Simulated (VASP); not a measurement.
Set up this calculation in VASP 6.6.1, as the native input.

```
Task                   : single point
Functional             : PBEsol
Potentials or basis    : VASP PAW PBE potentials, release 64 (Ga_d, Co)
Cutoff                 : 520 eV
k mesh                 : 16 × 16 × 16
Occupations            : gaussian, width 0.15 eV
Spin                   : no spin polarisation
Dipole correction      : no
Further INCAR settings : ALGO = Fast; EDIFF = 1e-06; NBANDS = 18
```

The structure of GaCo lies in POSCAR:

```
GaCo
1.0
    2.6524520000      0.0000000000      0.0000000000
    0.0000000000      2.6524520000      0.0000000000
    0.0000000000      0.0000000000      3.1137480000
Ga Co
1 1
Direct
    0.5000000000      0.5000000000      0.5000000000
    0.0000000000      0.0000000000      0.0000000000
```

This cell differs from its parent crystal: strain -0.080 along x and y, +0.080 along z.

These files were run (other wordings do the same):

INCAR

```
SYSTEM = GaCo
ALGO     = Fast           ! electronic algorithm
EDIFF    = 1E-6           ! SCF threshold, eV
ENCUT    = 520            ! plane-wave cutoff, eV
GGA      = PS             ! functional
ISIF     = 2              ! what is computed and relaxed
ISMEAR   = 0              ! smearing method
LASPH    = .True.         ! aspherical terms in the spheres
LCHARG   = .False.        ! write CHGCAR
LREAL    = .False.        ! projectors in reciprocal space
LWAVE    = .False.        ! write WAVECAR
NBANDS   = 18             ! bands
NELM     = 60             ! most SCF steps
PREC     = Accurate       ! precision mode
SIGMA    = 0.15           ! smearing width, eV
```

KPOINTS

```
k-points
0
Gamma
  16 16 16
  0 0 0
```

Potentials or basis: VASP PAW PBE potentials, release 64 (Ga_d, Co).

Launch:

```console
$ cat potpaw_PBE.64/Ga_d/POTCAR potpaw_PBE.64/Co/POTCAR > POTCAR
$ mpirun -np 1 vasp_std > vasp.out
```

It gave:

- Pressure: 11.2 GPa
- Band gap on the k mesh: zero (band 11 reaches 12.63 eV, above the bottom of band 12 at 10.12 eV)

Caveat: the cell differs from its parent crystal (strain -0.080 along x and y, +0.080 along z); the PAW data sets were made with another functional, which shifts forces and pressure a little.

Run time: 85 s on 1 thread of AMD EPYC 9R45 (Zen 5) (shared host), peak memory 0.23 GiB.
